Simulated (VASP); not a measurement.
# Be4Ga2C (Cmmm) in VASP: notebook

The runs below take Be4Ga2C through single point, with PBE.

Program: VASP 6.6.1. These are calculated values, not measurements. Logs are shortened: lines on timing, memory, paths and dates and some standing lists are left out, and cuts for length are marked.

**1. The cell of the first run**

Symmetry: Cmmm, No. 65, orthorhombic system. Conventional cell: a = 5.420 Å, b = 12.238 Å, c = 2.831 Å, α = 90.00°, β = 90.00°, γ = 90.00°. Within 2.3 Å of Be (site symmetry 2mm) lie 2 C at 1.76 Å and 1 Be at 2.08 Å. Be (site symmetry m2m) has 1 C at 1.68 Å within 2.2 Å. Ga (site symmetry 2/m) has 6 Be at 2.39 to 3.08 Å and 4 Ga at 2.71 to 2.83 Å within 3.2 Å. C (site symmetry mmm) has 6 Be at 1.68 to 1.76 Å within 2.2 Å.

**2. Single point, PBE**

Contents of INCAR:

```
PREC     = Accurate       # precision mode
ENCUT    = 520            # plane-wave cutoff, eV
EDIFF    = 1E-6           # SCF threshold, eV
ISMEAR   = 0              # smearing method
SIGMA    = 0.1            # smearing width, eV
LREAL    = False          # projectors in reciprocal space
LASPH    = True           # aspherical terms in the spheres
NELM     = 100            # most SCF steps
ALGO     = Normal         # electronic algorithm
ISIF     = 2              # what is computed and relaxed
LWAVE    = False          # write WAVECAR
LCHARG   = False          # write CHGCAR
GGA      = PE             # functional
NBANDS   = 28             # bands
```

Contents of KPOINTS:

```
Automatic mesh
0
Gamma
  8 8 14
```

Contents of POSCAR:

```
Be4Ga2C
1.0
    2.7097569114     -6.1190578554      0.0000000000
    2.7097569114      6.1190578554      0.0000000000
    0.0000000000      0.0000000000      2.8313011325
Be Ga C
4 2 1
Direct
    0.1916951689      0.1916951689      0.5000000000
    0.1375121010      0.8624878990      0.0000000000
    0.8083048311      0.8083048311      0.5000000000
    0.8624878990      0.1375121010      0.0000000000
    0.0000000000      0.5000000000      0.5000000000
    0.5000000000      0.0000000000      0.5000000000
    0.0000000000      0.0000000000      0.0000000000
```

Potentials or basis: VASP PAW PBE potentials, release 64 (Be, Ga_d, C).

The run is started by

```console
$ cat potpaw_PBE.64/Be/POTCAR potpaw_PBE.64/Ga_d/POTCAR potpaw_PBE.64/C/POTCAR > POTCAR
$ mpirun -np 1 vasp_std > vasp.out
```

OUTCAR:

```text
PREC = Accurate
   ENCUT = 520
   EDIFF = 1E-6
   ISMEAR = 0
   LREAL = False
   LASPH = True
   NELM = 100
   ISIF = 2
   GGA = PE

 ion  position               nearest neighbor table
   1  0.192  0.192  0.500-   7 1.76   7 1.76   3 2.08
   2  0.138  0.862  0.000-   7 1.68   6 2.39   5 2.39   5 2.39   6 2.39
   3  0.808  0.808  0.500-   7 1.76   7 1.76   1 2.08
   4  0.862  0.138  0.000-   7 1.68   6 2.39   5 2.39   5 2.39   6 2.39
   5  0.000  0.500  0.500-   2 2.39   4 2.39   2 2.39   4 2.39   6 2.71   6 2.71
   6  0.500  0.000  0.500-   2 2.39   4 2.39   2 2.39   4 2.39   5 2.71   5 2.71
   7  0.000  0.000  0.000-   2 1.68   4 1.68   3 1.76   1 1.76   1 1.76   3 1.76

  LATTYP: Found a base centered orthorhombic cell.
 ALAT       =     5.4195138228
 B/A-ratio  =     2.2581574863
 C/A-ratio  =     0.5224271448

  Lattice vectors:

 A1 = (   2.7097569114,  -6.1190578554,   0.0000000000)
 A2 = (   2.7097569114,   6.1190578554,   0.0000000000)
 A3 = (   0.0000000000,   0.0000000000,   2.8313011325)

Analysis of symmetry for initial positions (statically):
=====================================================================
 Subroutine PRICEL returns:
 Original cell was already a primitive cell.

 Routine SETGRP: Setting up the symmetry group for a
 base centered orthorhombic supercell.

 Subroutine GETGRP returns: Found  8 space group operations
 (whereof  8 operations were pure point group operations)
 out of a pool of  8 trial point group operations.

The static configuration has the point symmetry D_2h.

Analysis of symmetry for dynamics (positions and initial velocities):
=====================================================================
 Subroutine PRICEL returns:
 Original cell was already a primitive cell.

 Routine SETGRP: Setting up the symmetry group for a
 base centered orthorhombic supercell.

 Subroutine GETGRP returns: Found  8 space group operations
 (whereof  8 operations were pure point group operations)
 out of a pool of  8 trial point group operations.

The dynamic configuration has the point symmetry D_2h.

 Subroutine INISYM returns: Found  8 space group operations
 (whereof  8 operations are pure point group operations),
 and found     1 'primitive' translations

----------------------------------------------------------------------------------------

                                     Primitive cell

  volume of cell :      93.8925

  direct lattice vectors                    reciprocal lattice vectors
     2.709756911 -6.119057855  0.000000000     0.184518396 -0.081711926  0.000000000
     2.709756911  6.119057855  0.000000000     0.184518396  0.081711926  0.000000000
     0.000000000  0.000000000  2.831301133     0.000000000  0.000000000  0.353194504

  length of vectors
     6.692208272  6.692208272  2.831301133     0.201801579  0.201801579  0.353194504

  position of ions in fractional coordinates (direct lattice)
     0.191695169  0.191695169  0.500000000
     0.137512101  0.862487899  0.000000000
     0.808304831  0.808304831  0.500000000
     0.862487899  0.137512101  0.000000000
     1.000000000  0.500000000  0.500000000
     0.500000000  1.000000000  0.500000000
     0.000000000  0.000000000  0.000000000

  ion indices of the primitive-cell ions
   primitive index   ion index
                 1           1
                 2           2
                 3           3
                 4           4
                 5           5
                 6           6
                 7           7

----------------------------------------------------------------------------------------

 KPOINTS: Automatic mesh

Automatic generation of k-mesh.
 Grid dimensions read from file:
 generate k-points for:    8    8   14

 Generating k-lattice:

  Cartesian coordinates                     Fractional coordinates (reciprocal lattice)
     0.023064800 -0.010213991  0.000000000     0.125000000 -0.000000000  0.000000000
     0.023064800  0.010213991  0.000000000    -0.000000000  0.125000000  0.000000000
     0.000000000  0.000000000  0.025228179     0.000000000  0.000000000  0.071428571

  Length of vectors
     0.025225197  0.025225197  0.025228179

  Shift w.r.t. Gamma in fractional coordinates (k-lattice)
     0.000000000  0.000000000  0.000000000

 Subroutine IBZKPT returns following result:
 ===========================================

 Found    168 irreducible k-points:

 Following reciprocal coordinates:
            Coordinates               Weight
  0.000000  0.000000  0.000000      1.000000
  0.125000 -0.000000  0.000000      4.000000
  0.250000 -0.000000  0.000000      4.000000
  0.375000  0.000000  0.000000      4.000000
  0.500000 -0.000000  0.000000      2.000000
  0.125000  0.125000  0.000000      2.000000
[... 16 lines left out ...]
  0.125000 -0.000000  0.071429      8.000000
  0.250000 -0.000000  0.071429      8.000000
 [... further k-points ...]
   k-points           NKPTS =    168   k-points in BZ     NKDIM =    168   number of bands    NBANDS=     28
   number of dos      NEDOS =    301   number of ions     NIONS =      7
   total plane-waves  NPLWV =  60000
   dimension x,y,z NGX =    50 NGY =   50 NGZ =   24
   dimension x,y,z NGXF=   100 NGYF=  100 NGZF=   48
   ions per type =               4   2   1
   NGX,Y,Z   is equivalent  to a cutoff of  12.42, 12.42, 14.09 a.u.
   NGXF,Y,Z  is equivalent  to a cutoff of  24.84, 24.84, 28.18 a.u.
 SYSTEM =  unknown system
   PREC   = accura    normal or accurate (medium, high low for compatibility)
   ISTART =      0    job   : 0-new  1-cont  2-samecut
   ICHARG =      2    charge: 1-file 2-atom 10-const
   ISPIN  =      1    spin polarized calculation?
   LNONCOLLINEAR =      F non collinear calculations
   LSORBIT =      F    spin-orbit coupling
   LASPH  =      T    aspherical Exc in radial PAW
   ENCUT  =  520.0 eV  38.22 Ry    6.18 a.u.  12.44 12.44  5.26*2*pi/ulx,y,z
   NELM   =    100;   NELMIN=  2; NELMDL= -5     # of ELM steps
   EDIFF  = 0.1E-05   stopping-criterion for ELM
   LREAL  =      F    real-space projection
   EDIFFG = 0.1E-04   stopping-criterion for IOM
   NSW    =      0    number of steps for IOM
   IBRION =     -1    ionic relax: 0-MD 1-quasi-New 2-CG
   NFREE  =      0    steps in history (QN), initial steepest desc. (CG)
   ISIF   =      2    stress and relaxation
   ISYM   =      2    0-nonsym 1-usesym 2-fastsym
   POTIM  = 0.5000    time-step for ionic-motion
   TEBEG  =    0.0;   TEEND  =   0.0 temperature during run
   PSTRESS=    0.0 pullay stress
   NELECT =      38.0000    total number of electrons
   NUPDOWN=      -1.0000    fix difference up-down
   EMIN   =  10.00;   EMAX   =-10.00  energy-range for DOS
   EFERMI =   0.00;   METHOD = LEGACY
   ISMEAR =     0;   SIGMA  =   0.10  broadening in eV -4-tet -1-fermi 0-gaus
   EFERMI_NEDOS =   21; number of points for ismear=-14 and -15
   IALGO  =     38    algorithm
   IMIX   =      4    mixing-type and parameters
     AMIX     =   0.40;   BMIX     =  1.00
     AMIX_MAG =   1.60;   BMIX_MAG =  1.00
  volume/ion in A,a.u.               =      13.41        90.52
  Fermi-wavevector in a.u.,A,eV,Ry     =   1.210949  2.288361 19.951536  1.466397
  Thomas-Fermi vector in A             =   2.346479
   LORBIT       =      0    0 simple, 1 ext, 2 COOP (PROOUT), +10 PAW based schemes
   GGA     = PE    functional components
   LHFCALC =     F    Hartree Fock is set to
   AEXX    =    0.0000 exact exchange contribution
   IVDW    =     0    specifies the selected vdW correction
   LEPSILON=     F    determine dielectric tensor
   LRPA    =     F    only Hartree local field effects (RPA)
 non-spin polarized calculation
 Gauss-broadening in eV      SIGMA  =   0.10
  energy-cutoff  :      520.00
  volume of cell :       93.89
 maximum number of plane-waves:      2557
 NGX is ok and might be reduce to    50
   NGX = 25   NGY = 25   NGZ = 11

 number of electron      37.9999993 magnetization

 Free energy of the ion-electron system (eV)
  ---------------------------------------------------
  ext. energy  EPLUGINS =         0.00000000
  ---------------------------------------------------
  free energy    TOTEN  =       -27.63137705 eV

  energy without entropy =      -27.62273990  energy(sigma->0) =      -27.62705847

 E-fermi :   4.3650     XC(G=0):  -9.8040

 val. band max:        4.3633961453   @ k =   0.3750   0.1250   0.5000
 cond. band min:       4.3659044508   @ k =   0.2500  -0.0000   0.0000
 fundamental gap:      0.0025083055
 Fermi energy:         4.3649978345

 k-point     1 :       0.0000    0.0000    0.0000
  band No.  band energies     occupation
      1     -10.8082      2.00000
      2     -10.6556      2.00000
      3     -10.6175      2.00000
      4     -10.6088      2.00000
      5     -10.5289      2.00000
      6     -10.4118      2.00000
[... 20 lines left out ...]
     27      11.6393      0.00000
     28      12.1609      0.00000

 k-point     2 :       0.1250   -0.0000    0.0000
  band No.  band energies     occupation
      1     -10.7938      2.00000
      2     -10.6472      2.00000
      3     -10.6204      2.00000
      4     -10.6037      2.00000
      5     -10.5228      2.00000
      6     -10.4199      2.00000
[... 20 lines left out ...]
     27      11.6696      0.00000
     28      12.4094      0.00000

 k-point     3 :       0.2500   -0.0000    0.0000
  band No.  band energies     occupation
      1     -10.7556      2.00000
      2     -10.6293      2.00000
      3     -10.6225      2.00000
      4     -10.5877      2.00000
      5     -10.5053      2.00000
      6     -10.4446      2.00000
[... 20 lines left out ...]
     27      11.5863      0.00000
     28      11.8460      0.00000

 k-point     4 :       0.3750    0.0000    0.0000
  band No.  band energies     occupation
      1     -10.7085      2.00000
      2     -10.6450      2.00000
      3     -10.5812      2.00000
      4     -10.5592      2.00000
      5     -10.4812      2.00000
      6     -10.4792      2.00000
[... 20 lines left out ...]
     27      11.5280      0.00000
     28      11.7544      0.00000

 k-point     5 :       0.5000   -0.0000    0.0000
  band No.  band energies     occupation
      1     -10.6701      2.00000
      2     -10.6701      2.00000
      3     -10.5285      2.00000
      4     -10.5249      2.00000
      5     -10.5179      2.00000
      6     -10.5138      2.00000
[... 20 lines left out ...]
     27      11.4975      0.00000
     28      11.8080      0.00000

 k-point     6 :       0.1250    0.1250    0.0000
  band No.  band energies     occupation
      1     -10.7556      2.00000
      2     -10.6293      2.00000
      3     -10.6227      2.00000
      4     -10.5891      2.00000
      5     -10.5053      2.00000
      6     -10.4442      2.00000
[... 463 lines left out ...]
      5     -10.5290      2.00000
      6     -10.4119      2.00000
[... 20 lines left out ...]
     27      12.7065      0.00000
     28      12.8429      0.00000

 k-point    22 :       0.0000    0.0000    0.0714
  band No.  band energies     occupation
      1     -10.8022      2.00000
      2     -10.6508      2.00000
      3     -10.6006      2.00000
      4     -10.5996      2.00000
      5     -10.5406      2.00000
      6     -10.4200      2.00000
[... 20 lines left out ...]
     27      11.6700      0.00000
     28      12.3679      0.00000

 k-point    23 :       0.1250   -0.0000    0.0714
  band No.  band energies     occupation
      1     -10.7872      2.00000
      2     -10.6424      2.00000
      3     -10.6035      2.00000
      4     -10.5952      2.00000
      5     -10.5343      2.00000
      6     -10.4200      2.00000
[... 20 lines left out ...]
     27      12.0486      0.00000
     28      12.4944      0.00000

 k-point    24 :       0.2500   -0.0000    0.0714
  band No.  band energies     occupation
      1     -10.7471      2.00000
      2     -10.6182      2.00000
      3     -10.6125      2.00000
      4     -10.5811      2.00000
      5     -10.5163      2.00000
      6     -10.4437      2.00000
[... 20 lines left out ...]
     27      11.3680      0.00000
     28      12.2402      0.00000

 [... further k-points ...]

------------------------ aborting loop because EDIFF is reached ----------------------------------------

  FORCE on cell =-STRESS in cart. coord.  units (eV):
  Direction    XX          YY          ZZ          XY          YZ          ZX
  --------------------------------------------------------------------------------------
  -------------------------------------------------------------------------------------
  Total        0.1330621      0.1039356      0.1382848      0.0000000      0.0000000      0.0000000
  in kB        2.2705651      1.7735530      2.3596850      0.0000000      0.0000000      0.0000000
  external PRESSURE =       2.1346010 kB  Pullay stress =       0.0000000 kB

 VOLUME and BASIS-vectors are now :
 -----------------------------------------------------------------------------
  energy-cutoff  :      520.00
  volume of cell :       93.89
      direct lattice vectors                 reciprocal lattice vectors
     2.709756911 -6.119057855  0.000000000     0.184518396 -0.081711926  0.000000000
     2.709756911  6.119057855  0.000000000     0.184518396  0.081711926  0.000000000
     0.000000000  0.000000000  2.831301133     0.000000000  0.000000000  0.353194504

 POSITION                                       TOTAL-FORCE (eV/Angst)
 -----------------------------------------------------------------------------------
      1.03889      0.00000      1.41565         0.025826     -0.000000      0.000000
      2.70976      4.43617      0.00000         0.000000     -0.012450      0.000000
      4.38062      0.00000      1.41565        -0.025826     -0.000000      0.000000
      2.70976     -4.43617      0.00000         0.000000      0.012450      0.000000
      1.35488      3.05953      1.41565         0.000000     -0.000000      0.000000
      1.35488     -3.05953      1.41565        -0.000000     -0.000000      0.000000
      0.00000      0.00000      0.00000        -0.000000     -0.000000      0.000000
 -----------------------------------------------------------------------------------
    total drift:                                0.000000      0.000000      0.000000

  FREE ENERGIE OF THE ION-ELECTRON SYSTEM (eV)
  ---------------------------------------------------
  free  energy   TOTEN  =       -27.6313770481 eV

  energy  without entropy=      -27.6227399000  energy(sigma->0) =      -27.62705847
```

Run time: 8.3 min. Hardware: 1 thread of Intel Xeon Platinum 8259CL at 2.50GHz (Skylake/Cascade Lake), shared host; peak memory 0.52 GiB.

Results:

* Free energy: -27.6314 eV
* Pressure: 0.2 GPa
* Largest force: 0.026 eV/Å
* Band gap on the k mesh: zero (band 19 reaches 5.37 eV, above the bottom of band 20 at 3.78 eV)

Forces in eV/Å, atoms in the order of the input:
```
Be   0.026  0.000  0.000
Be   0.000 -0.012  0.000
Be  -0.026  0.000  0.000
Be   0.000  0.012  0.000
Ga   0.000  0.000  0.000
Ga   0.000  0.000  0.000
C    0.000  0.000  0.000
```

Levels at points of the mesh, in eV from the Fermi level:
```tsv
k point	band 16	band 17	band 18	band 19	band 20	band 21	band 22	band 23
(0.00, 0.00, 0.00)	-4.24	-2.18	-1.77	-1.28	0.91	2.73	3.42	5.48
(0.50, 0.00, 0.00)	-3.12	-2.17	-0.73	0.64	0.87	2.50	2.88	3.26
(0.50, 0.50, 0.00)	-3.47	-3.39	-2.17	-1.95	0.52	3.27	5.04	5.11
(0.00, 0.00, 0.50)	-4.00	-3.96	-1.35	-0.86	0.11	1.51	1.54	1.71
(0.50, 0.00, 0.50)	-4.15	-3.46	-2.81	-1.37	0.47	1.37	2.38	3.70
(0.50, 0.50, 0.50)	-3.41	-2.07	-0.96	-0.66	-0.18	0.62	1.26	2.51
```

(Continued in part 2 of 2.)
